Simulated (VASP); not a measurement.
# GaAs (F-43m) in VASP: further runs, part 2 of 2

VASP 6.6.1.

### Step 5. Single point, LDA

INCAR

```
PREC = Accurate
ENCUT = 520
EDIFF = 1E-6
ISMEAR = 0
SIGMA = 0.01
LREAL = False
LASPH = True
NELM = 60
ALGO = Normal
ISIF = 2
LWAVE = False
LCHARG = True
LELF = True
LVHAR = True
NBANDS = 16
```

KPOINTS

```
Automatic mesh
0
Gamma
  12 12 12
```

POSCAR

```
GaAs
1.0
    0.0000000000      2.8015748656      2.8015748656
    2.8015748656      0.0000000000      2.8015748656
    2.8015748656      2.8015748656      0.0000000000
Ga As
1 1
Direct
    0.0000000000      0.0000000000      0.0000000000
    0.7500000000      0.7500000000      0.7500000000
```

Potentials or basis: VASP PAW LDA potentials, release 64 (Ga_d, As).

The run is started by

```console
$ cat potpaw_LDA.64/Ga_d/POTCAR potpaw_LDA.64/As/POTCAR > POTCAR
$ mpirun -np 1 vasp_std > vasp.out
```

OUTCAR:

```text
PREC = Accurate
   ENCUT = 520
   EDIFF = 1E-6
   ISMEAR = 0
   LREAL = False
   LASPH = True
   NELM = 60
   ISIF = 2

 ion  position               nearest neighbor table
   1  0.000  0.000  0.000-   2 2.43   2 2.43   2 2.43   2 2.43
   2  0.750  0.750  0.750-   1 2.43   1 2.43   1 2.43   1 2.43

  LATTYP: Found a face centered cubic cell.
 ALAT       =     5.6031497312

  Lattice vectors:

 A1 = (   0.0000000000,   2.8015748656,   2.8015748656)
 A2 = (   2.8015748656,   0.0000000000,   2.8015748656)
 A3 = (   2.8015748656,   2.8015748656,   0.0000000000)

Analysis of symmetry for initial positions (statically):
=====================================================================
 Subroutine PRICEL returns:
 Original cell was already a primitive cell.

 Routine SETGRP: Setting up the symmetry group for a
 face centered cubic supercell.

 Subroutine GETGRP returns: Found 24 space group operations
 (whereof 24 operations were pure point group operations)
 out of a pool of 48 trial point group operations.

The static configuration has the point symmetry T_d .

Analysis of symmetry for dynamics (positions and initial velocities):
=====================================================================
 Subroutine PRICEL returns:
 Original cell was already a primitive cell.

 Routine SETGRP: Setting up the symmetry group for a
 face centered cubic supercell.

 Subroutine GETGRP returns: Found 24 space group operations
 (whereof 24 operations were pure point group operations)
 out of a pool of 48 trial point group operations.

The dynamic configuration has the point symmetry T_d .

 Subroutine INISYM returns: Found 24 space group operations
 (whereof 24 operations are pure point group operations),
 and found     1 'primitive' translations

----------------------------------------------------------------------------------------

                                     Primitive cell

  volume of cell :      43.9781

[... 108 lines left out ...]
     AMIX_MAG =   1.60;   BMIX_MAG =  1.00
  volume/ion in A,a.u.               =      21.99       148.39
  Fermi-wavevector in a.u.,A,eV,Ry     =   1.215496  2.296954 20.101653  1.477430
  Thomas-Fermi vector in A             =   2.350881
   LORBIT       =      0    0 simple, 1 ext, 2 COOP (PROOUT), +10 PAW based schemes
   GGA     = CA    functional components
   LHFCALC =     F    Hartree Fock is set to
   AEXX    =    0.0000 exact exchange contribution
   IVDW    =     0    specifies the selected vdW correction
   LEPSILON=     F    determine dielectric tensor
   LRPA    =     F    only Hartree local field effects (RPA)
 non-spin polarized calculation
 Gauss-broadening in eV      SIGMA  =   0.01
  energy-cutoff  :      520.00
  volume of cell :       43.98
 maximum number of plane-waves:      1243
 NGX is ok and might be reduce to    30
   NGX = 15   NGY = 15   NGZ = 15

 number of electron      18.0000013 magnetization

 Free energy of the ion-electron system (eV)
  ---------------------------------------------------
  ext. energy  EPLUGINS =         0.00000000
  ---------------------------------------------------
  free energy    TOTEN  =        -9.64201436 eV

  energy without entropy =       -9.64201436  energy(sigma->0) =       -9.64201436

 E-fermi :   4.1136     XC(G=0): -10.0319

 val. band max:        4.0607386099   @ k =   0.0000   0.0000   0.0000
 cond. band min:       4.5970911307   @ k =   0.0000   0.0000   0.0000
 fundamental gap:      0.5363525208
 Fermi energy:         4.1135825616

 k-point     1 :       0.0000    0.0000    0.0000
  band No.  band energies     occupation
      1     -10.9174      2.00000
      2     -10.9174      2.00000
      3     -10.9174      2.00000
      4     -10.8325      2.00000
      5     -10.8325      2.00000
      6      -8.8999      2.00000
[... 433 lines left out ...]
      3     -10.8887      2.00000
      4     -10.8335      2.00000
      5     -10.8296      2.00000
      6      -6.8551      2.00000
[... 8 lines left out ...]
     15      14.4899      0.00000
     16      15.1655      0.00000

 [... further k-points ...]

------------------------ aborting loop because EDIFF is reached ----------------------------------------

  FORCE on cell =-STRESS in cart. coord.  units (eV):
  Direction    XX          YY          ZZ          XY          YZ          ZX
  --------------------------------------------------------------------------------------
  -------------------------------------------------------------------------------------
  Total        0.0892678      0.0892678      0.0892678      0.0000000      0.0000000      0.0000000
  in kB        3.2521365      3.2521365      3.2521365      0.0000000      0.0000000      0.0000000
  external PRESSURE =       3.2521365 kB  Pullay stress =       0.0000000 kB

 VOLUME and BASIS-vectors are now :
 -----------------------------------------------------------------------------
  energy-cutoff  :      520.00
  volume of cell :       43.98
      direct lattice vectors                 reciprocal lattice vectors
     0.000000000  2.801574866  2.801574866    -0.178471047  0.178471047  0.178471047
     2.801574866  0.000000000  2.801574866     0.178471047 -0.178471047  0.178471047
     2.801574866  2.801574866  0.000000000     0.178471047  0.178471047 -0.178471047

 POSITION                                       TOTAL-FORCE (eV/Angst)
 -----------------------------------------------------------------------------------
      0.00000      0.00000      0.00000        -0.000000     -0.000000     -0.000000
      4.20236      4.20236      4.20236         0.000000      0.000000      0.000000
 -----------------------------------------------------------------------------------
    total drift:                                0.000000      0.000000      0.000000

  FREE ENERGIE OF THE ION-ELECTRON SYSTEM (eV)
  ---------------------------------------------------
  free  energy   TOTEN  =        -9.6420143627 eV

  energy  without entropy=       -9.6420143627  energy(sigma->0) =       -9.64201436
```

OSZICAR:

```text
N       E                     dE             d eps       ncg     rms          rms(c)
DAV:   1     0.841297451579E+02    0.84130E+02   -0.89344E+03  2344   0.154E+03
DAV:   2    -0.313673578263E+01   -0.87266E+02   -0.83093E+02  2656   0.315E+02
DAV:   3    -0.977352252659E+01   -0.66368E+01   -0.66155E+01  2824   0.670E+01
DAV:   4    -0.987522416018E+01   -0.10170E+00   -0.10169E+00  2840   0.923E+00
DAV:   5    -0.987675199272E+01   -0.15278E-02   -0.15278E-02  2952   0.100E+00    0.308E+00
DAV:   6    -0.968790146303E+01    0.18885E+00   -0.21759E-01  3592   0.833E+00    0.180E+00
DAV:   7    -0.964522637211E+01    0.42675E-01   -0.65325E-02  3280   0.191E+00    0.523E-01
DAV:   8    -0.964203625428E+01    0.31901E-02   -0.90313E-03  2816   0.104E+00    0.112E-01
DAV:   9    -0.964200439706E+01    0.31857E-04   -0.67990E-04  2848   0.318E-01    0.404E-02
DAV:  10    -0.964200968269E+01   -0.52856E-05   -0.42279E-05  3512   0.714E-02    0.212E-02
DAV:  11    -0.964201450869E+01   -0.48260E-05   -0.70638E-06  2680   0.406E-02    0.280E-03
DAV:  12    -0.964201436267E+01    0.14602E-06   -0.49237E-07  1848   0.110E-02
   1 F= -.96420144E+01 E0= -.96420144E+01  d E =-.730015E-17
```

Run time: 46 s. Hardware: 1 thread of Intel Xeon Platinum 8488C (Sapphire Rapids), shared host; peak memory 0.18 GiB.

Results:

| Property | Result |
| --- | --- |
| Free energy | -9.6420 eV |
| Pressure | 0.3 GPa |
| Band gap on the k mesh | 0.54 eV, direct |

### Step 6. Relaxation of cell and atoms, LDA

INCAR

```
SYSTEM = GaAs
PREC = Accurate
ENCUT = 600
EDIFF = 1E-7
ISMEAR = 0
SIGMA = 0.01
LREAL = .False.
LASPH = .True.
NELM = 60
ALGO = Normal
ISIF = 3
LWAVE = .False.
LCHARG = .False.
IBRION = 2
NSW = 80
EDIFFG = -0.001
```

KPOINTS

```
regular mesh
0
Gamma
  12 12 12
  0 0 0
```

POSCAR

```
GaAs
1.0
    0.0000000000      2.8014019322      2.8014019322
    2.8014019322      0.0000000000      2.8014019322
    2.8014019322      2.8014019322      0.0000000000
Ga As
1 1
Direct
    0.0000000000      0.0000000000      0.0000000000
    0.7500000000      0.7500000000      0.7500000000
```

Potentials or basis: VASP PAW LDA potentials, release 64 (Ga_d, As).

The run is started by

```console
$ cat potpaw_LDA.64/Ga_d/POTCAR potpaw_LDA.64/As/POTCAR > POTCAR
$ mpirun -np 1 vasp_std > vasp.out
```

It took 85 s on 1 thread of Intel Xeon Platinum 8488C (Sapphire Rapids), shared host; peak memory 0.2 GiB.

It converged, with:

| Quantity | Value |
| --- | --- |
| Free energy | -9.6421 eV |
| Relaxed volume | 22.08 Å³/atom |
| Relaxed cell | a = 3.968 Å, b = 3.968 Å, c = 3.968 Å, α = 60.00°, β = 60.00°, γ = 60.00° |
| Space group after relaxing (to 0.05 Å) | F-43m (No. 216) |
| Energy gained by relaxing | 0.1 meV/atom |
| Ionic steps | 6 |
| Pressure after relaxing | 0.0 GPa |
| Band gap on the k mesh | 0.50 eV, direct |

Step by step:
| step | energy change (eV) | largest force (eV/Å) | pressure (GPa) | volume (Å³) |
| --- | --- | --- | --- | --- |
| 1 | 0.0000 | 0.0000 | 0.33 | 43.97 |
| 2 | -0.0001 | 0.0000 | -0.16 | 44.26 |
| 3 | -0.0002 | 0.0000 | 0.02 | 44.16 |
| 4 | -0.0002 | 0.0000 | -0.03 | 44.17 |
| 5 | -0.0002 | 0.0000 | 0.01 | 44.16 |
| 6 | -0.0002 | 0.0000 | -0.01 | 44.16 |

Final structure:
```
CELL_PARAMETERS angstrom
0.00000 2.80553 2.80553
2.80553 0.00000 2.80553
2.80553 2.80553 0.00000
ATOMIC_POSITIONS crystal
Ga 0.00000 0.00000 0.00000
As 0.75000 0.75000 0.75000
```

Levels at points of the mesh, in eV from the valence-band top:
| k point | band 7 | band 8 | band 9 | band 10 | band 11 | band 12 |
| --- | --- | --- | --- | --- | --- | --- |
| (0.00, 0.00, 0.00) | 0.00 | 0.00 | 0.00 | 0.50 | 3.68 | 3.68 |
| (0.50, 0.00, 0.00) | -6.82 | -1.18 | -1.18 | 0.93 | 4.59 | 4.59 |
| (0.50, 0.50, 0.00) | -6.98 | -2.77 | -2.77 | 1.30 | 1.54 | 10.22 |

### Step 7. Summary

| task | cell | cutoff (eV) | gap on the mesh (eV) | pressure (GPa) |
| --- | --- | --- | --- | --- |
| relaxation of cell and atoms | relaxed to -1 GPa from a = 3.962 Å, angles 60.0°, 2 atoms | 600 | 0.40 | -1.0 |
| single point | a = 3.605 Å, angles 60.0°, 2 atoms | 520 | 0.60 | 41.0 |
| single point | a = 3.962 Å, angles 60.0°, 2 atoms | 520 | 0.54 | 0.3 |
| relaxation of cell and atoms | relaxed from a = 3.962 Å, angles 60.0°, 2 atoms | 600 | 0.50 | 0.0 |

Alike in all rows: level LDA; potentials or basis VASP PAW LDA potentials, release 64 (Ga_d, As); no spin polarisation; k mesh 12 × 12 × 12; smearing gaussian 0.01 eV.

Caveats: the cell is relaxed towards a set pressure, so the enthalpy falls and the energy may rise (some runs).

Absolute energies hang on the potentials; compare differences alone.

### Step 8. Against experiment

Step 4. Against the measured gap of GaAs, 1.418 eV (direct; 300 K; “Evidence of valence band perturbations in GaAsN/GaAs(001): A combined variable-angle spectroscopic ellipsometry and modulated photoreflectance investigation”, 2008, arxiv:0805.2212), the calculated 0.54 eV is off by -0.88 eV. 3 values of this kind are on record (1.412 to 1.51 eV); this one was drawn at random among those near their median, those with a stated uncertainty first. Spin-orbit coupling on As, Ga is left out. The value is that of LDA on a finite k mesh, which can miss the band edges, without temperature or zero-point motion. Semilocal functionals fall short of measured gaps as a rule.
